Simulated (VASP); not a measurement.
Set up this calculation in VASP 6.6.1, as the native input.

* Task: G0W0 quasiparticle levels
* Functional: PBE
* Potentials or basis: VASP PAW PBE potentials, release 64 (C_GW)
* Cutoff: 500 eV
* k mesh: 2 × 2 × 2
* Occupations: gaussian, width 0.01 eV
* Spin: no spin polarisation
* Dipole correction: no
* GW scheme: G0W0
* GW iterations: 1
* Cutoff of the response function: 100
* Frequency points: 48
* Empty bands: 30
* Further INCAR settings: ALGO = EVGW0; EDIFF = 1e-08; NBANDS = 34

C:

```
CELL_PARAMETERS angstrom
0.00000 1.78350 1.78350
1.78350 0.00000 1.78350
1.78350 1.78350 0.00000
ATOMIC_POSITIONS crystal
C 0.00000 0.00000 0.00000
C 0.25000 0.25000 0.25000
```

One way to write it, as run:

POSCAR

```
C
1.0
    0.0000000000      1.7835000000      1.7835000000
    1.7835000000      0.0000000000      1.7835000000
    1.7835000000      1.7835000000      0.0000000000
C
2
Direct
    0.0000000000      0.0000000000      0.0000000000
    0.2500000000      0.2500000000      0.2500000000
```

INCAR.step1

```
ALGO = Normal
EDIFF = 1E-8
ENCUT = 500
GGA = PE
ISMEAR = 0
LASPH = True
LCHARG = False
LREAL = False
LWAVE = True
NELM = 100
PREC = Accurate
SIGMA = 0.01
```

INCAR.step2

```
ALGO = Exact
EDIFF = 1E-8
ENCUT = 500
GGA = PE
ISMEAR = 0
ISTART = 1
LASPH = True
LCHARG = False
LOPTICS = True
LREAL = False
LWAVE = True
NBANDS = 34
NELM = 1
PREC = Accurate
SIGMA = 0.01
```

INCAR.step3

```
ALGO = EVGW0
EDIFF = 1E-8
ENCUT = 500
ENCUTGW = 100.0
GGA = PE
ISMEAR = 0
ISTART = 1
LASPH = True
LCHARG = False
LREAL = False
LWAVE = False
NBANDS = 34
NBANDSGW = 12
NELMGW = 1
NOMEGA = 48
PREC = Accurate
PRECFOCK = Fast
SIGMA = 0.01
```

KPOINTS

```
k-points
0
Gamma
  2 2 2
```

Potentials or basis: VASP PAW PBE potentials, release 64 (C_GW).

Launch:

```console
$ cat potpaw_PBE.64/C_GW/POTCAR > POTCAR
$ cp INCAR.step1 INCAR
$ mpirun -np 1 vasp_std > vasp.out
$ cp INCAR.step2 INCAR
$ mpirun -np 1 vasp_std > vasp.out
$ cp INCAR.step3 INCAR
$ mpirun -np 1 vasp_std > vasp.out
```

It gave:

```json
{
  "Band gap on the k mesh, mean-field level": "4.56 eV, indirect (least direct gap 5.50 eV)",
  "Quasiparticle gap": "5.13 eV",
  "Least direct quasiparticle gap": "6.83 eV"
}
```

Caveat: the k points lie up to 1.53 Å⁻¹ apart; bands, screening cutoff and mesh are small and nothing is extrapolated, so the quasiparticle values aren't converged.

Wall time 4.5 s on 1 thread of Intel Xeon 6975P-C, on a shared host, peak memory 0.12 GiB.
